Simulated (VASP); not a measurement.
# Ge (Fd-3m) in VASP: a series of runs, part 2 of 2

VASP 6.6.1.

## 6. Relaxation of cell and atoms, PBE+D4

Input file INCAR:

```
SYSTEM = Ge
ALGO = Normal ; EDIFF = 1E-7
EDIFFG = -0.005 ; ENCUT = 600
GGA = PE ; IBRION = 2
ISIF = 3 ; ISMEAR = -1
IVDW = 13 ; LASPH = .TRUE.
LCHARG = .FALSE. ; LREAL = .FALSE.
LWAVE = .FALSE. ; NELM = 60
NSW = 80 ; PREC = Accurate
SIGMA = 0.05
```

Input file KPOINTS:

```
k-points
0
G
  8 8 8
  0 0 0
```

Input file POSCAR:

```
Ge
1.0
    0.0000000000      2.8289100000      2.8289100000
    2.8289100000      0.0000000000      2.8289100000
    2.8289100000      2.8289100000      0.0000000000
Ge
2
Direct
    0.7500000000      0.7500000000      0.7500000000
    0.5000000000      0.5000000000      0.5000000000
```

Potentials or basis: VASP PAW PBE potentials, release 64 (Ge_d).

Run with:

```console
$ cat potpaw_PBE.64/Ge_d/POTCAR > POTCAR
$ mpirun -np 1 vasp_std > vasp.out
```

OUTCAR:

```text
SYSTEM = Ge
   EDIFF = 1E-7
   EDIFFG = -0.005
   ENCUT = 600
   GGA = PE
   IBRION = 2
   ISIF = 3
   ISMEAR = -1
   IVDW = 13
   LASPH = .TRUE.
   LREAL = .FALSE.
   NELM = 60
   NSW = 80
   PREC = Accurate

 ion  position               nearest neighbor table
   1  0.750  0.750  0.750-   2 2.45   2 2.45   2 2.45   2 2.45
   2  0.500  0.500  0.500-   1 2.45   1 2.45   1 2.45   1 2.45

  LATTYP: Found a face centered cubic cell.
 ALAT       =     5.6578200000

  Lattice vectors:

 A1 = (   0.0000000000,   2.8289100000,   2.8289100000)
 A2 = (   2.8289100000,   0.0000000000,   2.8289100000)
 A3 = (   2.8289100000,   2.8289100000,   0.0000000000)

Analysis of symmetry for initial positions (statically):
=====================================================================
 Subroutine PRICEL returns:
 Original cell was already a primitive cell.

 Routine SETGRP: Setting up the symmetry group for a
 face centered cubic supercell.

 Subroutine GETGRP returns: Found 48 space group operations
 (whereof 24 operations were pure point group operations)
 out of a pool of 48 trial point group operations.

The static configuration has the point symmetry T_d .
 The point group associated with its full space group is O_h .

Analysis of symmetry for dynamics (positions and initial velocities):
[... 143 lines left out ...]
 conjugate gradient relaxation of ions
 non-spin polarized calculation
  energy-cutoff  :      600.00
  volume of cell :       45.28
 maximum number of plane-waves:      1540
   NGX = 15   NGY = 15   NGZ = 15

--------------------------------------- Ionic step        1  -------------------------------------------

 number of electron      28.0000013 magnetization

 Free energy of the ion-electron system (eV)
  ---------------------------------------------------
  ext. energy  EPLUGINS =         0.00000000
  ---------------------------------------------------
  free energy    TOTEN  =        -8.99940635 eV

  energy without entropy =       -8.99868130  energy(sigma->0) =       -8.99904383

------------------------ aborting loop because EDIFF is reached ----------------------------------------

  DFT-D4 for vdW energy calculation

  Edisp (eV):   -0.65396
[... 71 lines left out ...]
--------------------------------------- Ionic step        3  -------------------------------------------

 number of electron      28.0000025 magnetization

 Free energy of the ion-electron system (eV)
  ---------------------------------------------------
  ext. energy  EPLUGINS =         0.00000000
  ---------------------------------------------------
  free energy    TOTEN  =        -9.01573989 eV

  energy without entropy =       -9.01495473  energy(sigma->0) =       -9.01534731

 E-fermi :   4.8140     XC(G=0):  -9.8298

 val. band max:        4.8043354700   @ k =   0.0000   0.0000   0.0000
 cond. band min:       4.9293274228   @ k =   0.5000   0.0000   0.0000
 fundamental gap:      0.1249919528
 Fermi energy:         4.8140175407

 k-point     1 :       0.0000    0.0000    0.0000
  band No.  band energies     occupation
      1     -19.9826      2.00000
      2     -19.9826      2.00000
      3     -19.9826      2.00000
      4     -19.9480      2.00000
      5     -19.9480      2.00000
      6     -19.7478      2.00000
[... 481 lines left out ...]
      5     -19.8761      2.00000
      6     -19.8241      2.00000
[... 10 lines left out ...]
     17      10.5263      0.00000
     18      11.6637      0.00000

 [... further k-points ...]

------------------------ aborting loop because EDIFF is reached ----------------------------------------

  DFT-D4 for vdW energy calculation

  Edisp (eV):   -0.64117
[... 25 lines left out ...]
  FREE ENERGIE OF THE ION-ELECTRON SYSTEM (eV)
  ---------------------------------------------------
  free  energy   TOTEN  =        -9.6569128710 eV

  energy  without entropy=       -9.6561277063  energy(sigma->0) =       -9.65652029

 reached required accuracy - stopping structural energy minimisation
```

Run time: 1.8 min. Hardware: 1 thread of Intel Xeon 6975P-C, shared host; peak memory 0.19 GiB.

What came out:

| Quantity | Value |
| --- | --- |
| Free energy | -9.6569 eV |
| Relaxed volume | 23.09 Å³/atom |
| Relaxed cell | a = 4.027 Å, b = 4.027 Å, c = 4.027 Å, α = 60.00°, β = 60.00°, γ = 60.00° |
| Space group after relaxing (to 0.05 Å) | Fd-3m (No. 227) |
| Energy gained by relaxing | 1.8 meV/atom |
| Ionic steps | 3 |
| Pressure after relaxing | 0.0 GPa |
| Band gap on the k mesh | zero (filled and empty bands touch) |
| Dispersion energy per atom | -0.321 eV |

The path:
| step | energy change (eV) | largest force (eV/Å) | pressure (GPa) | volume (Å³) |
| --- | --- | --- | --- | --- |
| 1 | 0.0000 | 0.0000 | 1.25 | 45.28 |
| 2 | -0.0032 | 0.0000 | -0.37 | 46.45 |
| 3 | -0.0035 | 0.0000 | 0.00 | 46.18 |

Final structure:
```cif
data_structure
_symmetry_space_group_name_H-M 'P 1'
_symmetry_Int_Tables_number 1
_cell_length_a 4.0270
_cell_length_b 4.0270
_cell_length_c 4.0270
_cell_angle_alpha 60.000
_cell_angle_beta 60.000
_cell_angle_gamma 60.000
_cell_volume 46.18
loop_
_atom_site_label
_atom_site_type_symbol
_atom_site_fract_x
_atom_site_fract_y
_atom_site_fract_z
_atom_site_occupancy
Ge1 Ge 0.75000 0.75000 0.75000 1
Ge2 Ge 0.50000 0.50000 0.50000 1
```

Caveat: pairwise dispersion overbinds metals, which lowers pressure and volume.

## 7. Summary

| task | level | cell | cutoff (eV) | smearing | gap on the mesh (eV) | pressure (GPa) | relaxed volume (Å³/atom) |
| --- | --- | --- | --- | --- | --- | --- | --- |
| single point | PBE | a = 4.001 Å, angles 60.0°, 2 atoms | 520 | gaussian 0.023 eV | 0.03 | 3.5 | - |
| single point | PBE+D4 | a = 4.027 Å, angles 60.0°, 2 atoms | 520 | fermi-dirac 0.05 eV | none | -0.1 | - |
| single point | PBE | a = 4.074 Å, angles 60.0°, 2 atoms | 520 | fermi-dirac 0.05 eV | none | -0.1 | - |
| relaxation of cell and atoms | PBE | relaxed from a = 4.001 Å, angles 60.0°, 2 atoms | 600 | fermi-dirac 0.05 eV | none | 0.0 | 23.91 |
| relaxation of cell and atoms | PBE+D4 | relaxed from a = 4.001 Å, angles 60.0°, 2 atoms | 600 | fermi-dirac 0.05 eV | none | 0.0 | 23.09 |

Alike in all rows: potentials or basis VASP PAW PBE potentials, release 64 (Ge_d); no spin polarisation; k mesh 8 × 8 × 8.

Caveats: pairwise dispersion overbinds metals, which lowers pressure and volume (some runs).

Total energies depend on the potentials used, so only differences within one code and one set of settings carry meaning.

## 8. Comparison with measurements

Step 3. Measured gap of Ge: 0.666 eV (indirect; 293 K; “Electronic and optical properties of SixGe1-x-ySny alloys lattice-matched to Ge”, 2021, arxiv:2109.02782). This calculation gives 0.00 eV (-0.67 eV). 3 values of this kind are on record (0.666 to 0.807 eV); this one was drawn at random among those near their median. Spin-orbit coupling on Ge is left out. The value is that of PBE+D4 on a finite k mesh, which can miss the band edges, without temperature or zero-point motion. Semilocal functionals fall short of measured gaps as a rule.

Step 4. A measured gap of Ge is 0.807 eV (direct; 300 K; “Electronic and optical properties of SixGe1-x-ySny alloys lattice-matched to Ge”, 2021, arxiv:2109.02782); the calculated 0.00 eV misses it by -0.81 eV. 3 values of this kind are on record (0.666 to 0.807 eV); this one was drawn at random among those near their median. Spin-orbit coupling on Ge is left out. The value is that of PBE on a finite k mesh, which can miss the band edges, without temperature or zero-point motion. Semilocal functionals fall short of measured gaps as a rule.

Step 5. The cell as given is a measured one (22.64 Å³/atom); PBE puts the equilibrium volume +5.6 % from it, thermal expansion not counted.

Step 6. The cell as given is a measured one (22.64 Å³/atom); PBE+D4 puts the equilibrium volume +2.0 % from it, thermal expansion not counted.
